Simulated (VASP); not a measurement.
# NiO (Fm-3m) in VASP: single point with LDA+U

Aim: the single point of NiO with LDA+U.

Program: VASP 6.6.1. These are calculated values, not measurements. Logs are shortened: lines on timing, memory, paths and dates and some standing lists are left out, and cuts for length are marked.

### Step 1. The cell of the first run

Symmetry: Fm-3m, No. 225, cubic system. The conventional cell has a = 4.183 Å, b = 4.183 Å, c = 4.183 Å, α = 90.00°, β = 90.00°, γ = 90.00°. Within 2.8 Å of Ni (site symmetry m-3m) lie 6 O at 2.09 Å. Within 2.8 Å of O (site symmetry m-3m) lie 6 Ni at 2.09 Å.

### Step 2. Single point, LDA+U

INCAR reads:

```
PREC     = Accurate       # precision mode
ENCUT    = 520            # plane-wave cutoff, eV
EDIFF    = 1E-7           # SCF threshold, eV
ISMEAR   = 0              # smearing method
SIGMA    = 0.05           # smearing width, eV
LREAL    = F              # projectors in reciprocal space
LASPH    = T              # aspherical terms in the spheres
NELM     = 150            # most SCF steps
ALGO     = Normal         # electronic algorithm
ISIF     = 2              # what is computed and relaxed
LWAVE    = F              # write WAVECAR
LCHARG   = F              # write CHGCAR
LMAXMIX  = 4              # l up to which the mixer works
LDAU     = T              # DFT+U
LDAUTYPE = 1            
LDAUL    = 2 -1           # shell
LDAUU    = 6 0            # U, eV
LDAUJ    = 0.9 0        
LDAUPRINT= 1            
NBANDS   = 15             # bands
```

KPOINTS reads:

```
Automatic mesh
0
Gamma
  8 8 8
```

POSCAR reads:

```
NiO
1.0
    0.0000000000      2.0913095100      2.0913095100
    2.0913095100      0.0000000000      2.0913095100
    2.0913095100      2.0913095100      0.0000000000
Ni O
1 1
Direct
    0.0000000000      0.0000000000      0.0000000000
    0.5000000000      0.5000000000      0.5000000000
```

Potentials or basis: VASP PAW LDA potentials, release 64 (Ni, O).

Run with:

```sh
$ cat potpaw_LDA.64/Ni/POTCAR potpaw_LDA.64/O/POTCAR > POTCAR
$ mpirun -np 1 vasp_std > vasp.out
```

OUTCAR:

```text
PREC = Accurate
   ENCUT = 520
   EDIFF = 1E-7
   ISMEAR = 0
   LREAL = F
   LASPH = T
   NELM = 150
   ISIF = 2

 ion  position               nearest neighbor table
   1  0.000  0.000  0.000-   2 2.09   2 2.09   2 2.09   2 2.09   2 2.09   2 2.09
   2  0.500  0.500  0.500-   1 2.09   1 2.09   1 2.09   1 2.09   1 2.09   1 2.09

  LATTYP: Found a face centered cubic cell.
 ALAT       =     4.1826190200

  Lattice vectors:

 A1 = (   0.0000000000,   2.0913095100,   2.0913095100)
 A2 = (   2.0913095100,   0.0000000000,   2.0913095100)
 A3 = (   2.0913095100,   2.0913095100,   0.0000000000)

Analysis of symmetry for initial positions (statically):
=====================================================================
 Subroutine PRICEL returns:
 Original cell was already a primitive cell.

 Routine SETGRP: Setting up the symmetry group for a
 face centered cubic supercell.

 Subroutine GETGRP returns: Found 48 space group operations
 (whereof 48 operations were pure point group operations)
 out of a pool of 48 trial point group operations.

The static configuration has the point symmetry O_h .

Analysis of symmetry for dynamics (positions and initial velocities):
=====================================================================
 Subroutine PRICEL returns:
 Original cell was already a primitive cell.

 Routine SETGRP: Setting up the symmetry group for a
 face centered cubic supercell.

 Subroutine GETGRP returns: Found 48 space group operations
 (whereof 48 operations were pure point group operations)
 out of a pool of 48 trial point group operations.

The dynamic configuration has the point symmetry O_h .

 Subroutine INISYM returns: Found 48 space group operations
 (whereof 48 operations are pure point group operations),
 and found     1 'primitive' translations

----------------------------------------------------------------------------------------

                                     Primitive cell

  volume of cell :      18.2930

[... 147 lines left out ...]
  0.0000 -0.0000  0.6757 -0.0000  0.0000
  0.0000 -0.0000 -0.0000  0.9716 -0.0000
 -0.0000  0.0000  0.0000 -0.0000  0.6757

 occupancies and eigenvectors

  o =  0.6757  v =  0.0000  0.0000  0.9489 -0.0000 -0.3157  0.0000  0.0000  0.0000  0.0000  0.0000      0.0000  0.0000  0.0000  0.0000  0.0000  0.0000  0.0000  0.0000  0.0000  0.0000
  o =  0.6757  v =  0.0000  0.0000  0.0000  0.0000  0.0000  0.0000  0.0000  0.9489 -0.0000 -0.3157      0.0000  0.0000  0.0000  0.0000  0.0000  0.0000  0.0000  0.0000  0.0000  0.0000
  o =  0.6757  v =  0.0000  0.0000  0.0000  0.0000  0.0000  0.0000  0.0000  0.3157  0.0000  0.9489      0.0000  0.0000  0.0000  0.0000  0.0000  0.0000  0.0000  0.0000  0.0000  0.0000
  o =  0.6757  v =  0.0000  0.0000  0.3157  0.0000  0.9489  0.0000  0.0000  0.0000  0.0000  0.0000      0.0000  0.0000  0.0000  0.0000  0.0000  0.0000  0.0000  0.0000  0.0000  0.0000
  o =  0.9716  v =  0.0000  0.0000  0.0000  0.0000  0.0000  1.0000  0.0000  0.0000  0.0000  0.0000      0.0000  0.0000  0.0000  0.0000  0.0000  0.0000  0.0000  0.0000  0.0000  0.0000
  o =  0.9716  v =  1.0000  0.0000  0.0000  0.0000  0.0000  0.0000  0.0000  0.0000  0.0000  0.0000      0.0000  0.0000  0.0000  0.0000  0.0000  0.0000  0.0000  0.0000  0.0000  0.0000
  o =  0.9716  v =  0.0000  0.9068 -0.0000  0.4217 -0.0000  0.0000  0.0000  0.0000  0.0000  0.0000      0.0000  0.0000  0.0000  0.0000  0.0000  0.0000  0.0000  0.0000  0.0000  0.0000
  o =  0.9716  v =  0.0000  0.0000  0.0000  0.0000  0.0000  0.0000  0.9068 -0.0000  0.4217 -0.0000      0.0000  0.0000  0.0000  0.0000  0.0000  0.0000  0.0000  0.0000  0.0000  0.0000
  o =  0.9716  v =  0.0000  0.0000  0.0000  0.0000  0.0000  0.0000 -0.4217  0.0000  0.9068 -0.0000      0.0000  0.0000  0.0000  0.0000  0.0000  0.0000  0.0000  0.0000  0.0000  0.0000
  o =  0.9716  v =  0.0000 -0.4217  0.0000  0.9068 -0.0000  0.0000  0.0000  0.0000  0.0000  0.0000      0.0000  0.0000  0.0000  0.0000  0.0000  0.0000  0.0000  0.0000  0.0000  0.0000

 number of electron      16.0000005 magnetization

 Free energy of the ion-electron system (eV)
  ---------------------------------------------------
  ext. energy  EPLUGINS =         0.00000000
  ---------------------------------------------------
  free energy    TOTEN  =       -10.43148741 eV

  energy without entropy =      -10.42499994  energy(sigma->0) =      -10.42824368

 E-fermi :   7.0144     XC(G=0): -13.1184

 val. band max:        7.0129411616   @ k =  -0.2500   0.5000   0.2500
 cond. band min:       7.0343924147   @ k =   0.5000   0.3750   0.1250
 fundamental gap:      0.0214512531
 Fermi energy:         7.0143882360

 k-point     1 :       0.0000    0.0000    0.0000
  band No.  band energies     occupation
      1     -12.8316      2.00000
      2       3.6945      2.00000
      3       3.6945      2.00000
      4       3.6945      2.00000
      5       4.1705      2.00000
      6       4.1705      2.00000
      7       4.1705      2.00000
      8       5.2934      2.00000
      9       5.2934      2.00000
     10       9.0905      0.00000
     11      24.9305      0.00000
     12      24.9305      0.00000
     13      24.9305      0.00000
     14      25.1889      0.00000
[... 401 lines left out ...]
      2      -0.3560      2.00000
      3       1.2626      2.00000
      4       1.7339      2.00000
      5       4.5225      2.00000
      6       4.5333      2.00000
      7       4.9946      2.00000
      8       7.0429      0.41950
      9       7.7200      0.00000
     10      15.1692      0.00000
     11      16.6761      0.00000
     12      18.9055      0.00000
     13      22.0894      0.00000
     14      28.5872      0.00000
     15      29.5985      0.00000

 [... further k-points ...]
[... 5 lines left out ...]
  --------------------------------------------------------------------------------------
  -------------------------------------------------------------------------------------
  Total       -3.2080266     -3.2080266     -3.2080266      0.0000000      0.0000000      0.0000000
  in kB     -280.9723645   -280.9723645   -280.9723645      0.0000000      0.0000000      0.0000000
  external PRESSURE =    -280.9723645 kB  Pullay stress =       0.0000000 kB

 VOLUME and BASIS-vectors are now :
 -----------------------------------------------------------------------------
  energy-cutoff  :      520.00
  volume of cell :       18.29
      direct lattice vectors                 reciprocal lattice vectors
     0.000000000  2.091309510  2.091309510    -0.239084649  0.239084649  0.239084649
     2.091309510  0.000000000  2.091309510     0.239084649 -0.239084649  0.239084649
     2.091309510  2.091309510  0.000000000     0.239084649  0.239084649 -0.239084649

 POSITION                                       TOTAL-FORCE (eV/Angst)
 -----------------------------------------------------------------------------------
      0.00000      0.00000      0.00000        -0.000000     -0.000000     -0.000000
      2.09131      2.09131      2.09131         0.000000      0.000000      0.000000
 -----------------------------------------------------------------------------------
    total drift:                                0.000000     -0.000000     -0.000000

  FREE ENERGIE OF THE ION-ELECTRON SYSTEM (eV)
  ---------------------------------------------------
  free  energy   TOTEN  =       -10.4314874149 eV

  energy  without entropy=      -10.4249999374  energy(sigma->0) =      -10.42824368
```

stdout:

```text
POSCAR found type information on POSCAR NiO
 POSCAR found :  2 types and       2 ions
 scaLAPACK will be used
 LDA part: xc-table for (Slater(with rela. corr.)+CA(PZ))
 , standard interpolation
 POSCAR, INCAR and KPOINTS ok, starting setup
 FFT: planning ... GRIDC
 FFT: planning ... GRID_SOFT
 FFT: planning ... GRID
 WAVECAR not read
 entering main loop
```

Run time: 5.2 s. Hardware: 1 thread of Intel Xeon 6975P-C, shared host; peak memory 0.13 GiB.

What came out:

```
Free energy            : -10.4315 eV
Pressure               : -28.1 GPa
Band gap on the k mesh : zero (band 8 reaches 8.25 eV, above the bottom of band 9 at 5.29 eV)
```

Eigenvalues of the final occupation matrices:
```
    site  spin  trace               eigenvalues
site 1 d     1   4.27  0.68 0.68 0.97 0.97 0.97
site 1 d     2   4.27  0.68 0.68 0.97 0.97 0.97
```

Caveat: the run has no spin polarisation, though such a crystal can be magnetic; U without spin polarisation on a metal has little footing.
